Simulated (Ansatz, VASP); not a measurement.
## Two plane-wave programs on Cu2SnRuSe4

INCAR

```
SYSTEM = Cu2SnRuSe4
  PREC = Accurate
  ENCUT = 520
  EDIFF = 1E-6
  ISMEAR = -1
  SIGMA = 0.1
  LREAL = .False.
  LASPH = .True.
  NELM = 80
  ALGO = Normal
  ISIF = 2
  LWAVE = .False.
  LCHARG = .True.
  GGA = PE
  LELF = .True.
  LVHAR = .True.
  NBANDS = 47
```

KPOINTS

```
regular mesh
0
Gamma
  7 7 7
  0 0 0
```

File POSCAR:

```
Cu2SnRuSe4
1.0
    0.0000000000      5.7010430000      0.0000000000
    5.7010430000      0.0000000000      0.0000000000
    2.8505220000      2.8505220000     -5.6906830000
Ru Se Sn Cu
1 4 1 2
Direct
    0.0000000000      0.0000000000      0.0000000000
    0.3702000000      0.3702000000      0.7384000000
    0.6298000000      0.1086000000      0.2616000000
    0.8914000000      0.8914000000      0.7384000000
    0.1086000000      0.6298000000      0.2616000000
    0.5000000000      0.5000000000      0.0000000000
    0.7500000000      0.2500000000      0.5000000000
    0.2500000000      0.7500000000      0.5000000000
```

Input for Ansatz:

```yaml
crystal:
  lattice:
    - [0.0, 5.701043, 0.0]
    - [5.701043, 0.0, 0.0]
    - [2.850522, 2.850522, -5.690683]
  atoms:
    - { symbol: Ru, position: [0.0, 0.0, 0.0] }
    - { symbol: Se, position: [0.3702, 0.3702, 0.7384] }
    - { symbol: Se, position: [0.6298, 0.1086, 0.2616] }
    - { symbol: Se, position: [0.8914, 0.8914, 0.7384] }
    - { symbol: Se, position: [0.1086, 0.6298, 0.2616] }
    - { symbol: Sn, position: [0.5, 0.5, 0.0] }
    - { symbol: Cu, position: [0.75, 0.25, 0.5] }
    - { symbol: Cu, position: [0.25, 0.75, 0.5] }
  symmetry: { tolerance: 0.0003 }
kpoints:
  mp_grid: { grid: [7, 7, 7], shift: [0, 0, 0] }
  band_path:
    path:
      - [0.0, 0.0, 0.0]
      - [0.5, 0.5, 0.5]
      - [0.5, 0.5, 0.25]
      - [0.0, 0.5, 0.0]
      - [0.0, 0.0, 0.0]
      - [0.0, 0.0, -0.5]
      - [0.0, 0.37454446, -0.31272777]
      - [0.0, 0.62545554, 0.31272777]
      - [0.0, 0.0, 0.0]
      - [0.5, 0.5, 0.5]
      - [0.37454446, 0.62545554, 0.5]
    npoints: 6
magnetization:
  spin_polarized: false
scf:
  occupations: { method: fermi_dirac }
  lower_state_search: "off"
  max_iter: 200
hamiltonian:
  pseudopotentials: { kind: paw }
  xc: pbe
basis:
  ecutwfc: 420
  fft_grid_basis: typed
output:
  forces: true
  stress: true
  eigenvalues: true
  bader: true
  populations: true
  elf: true
  write_potential: true
  volumetric_format: npy
  dos:
    e_range: [-12, 8]
    de: 0.05
    projected: { site_lists: { Cu: [Cu], Ru: [Ru], Se: [Se], Sn: [Sn] } }
checkpoint:
  read: saved_state
```

Alike in both runs: task single point; functional PBE; k mesh 7 × 7 × 7; no spin polarisation.

```csv
,VASP,Ansatz
version,VASP 6.6.1,Ansatz 0.2.0
potentials or method,"VASP PAW PBE potentials, release 64 (Ru_pv, Se, Sn_d, Cu), cutoff 520 eV",PAW plane waves
occupations,"fermi-dirac, width 0.1 eV",fermi-dirac
valence electrons in the cell,74,132
```

VASP gave:

```
pressure (GPa)                                                : 1.9
traceless stress, the component that is largest in VASP (GPa) : -0.58
rms of the force components (eV/Å)                            : 0.422
```

**Question.** Which values does Ansatz return?

**Answer.** Pressure (GPa): 1.8; traceless stress, the component that is largest in VASP (GPa): -0.57; rms of the force components (eV/Å): 0.426.

Atom by atom the forces differ by 0.007 eV/Å (rms over components). VASP's potentials hold 74 valence electrons a cell and Ansatz's 132, so a difference there can come from the potentials and not from the codes.
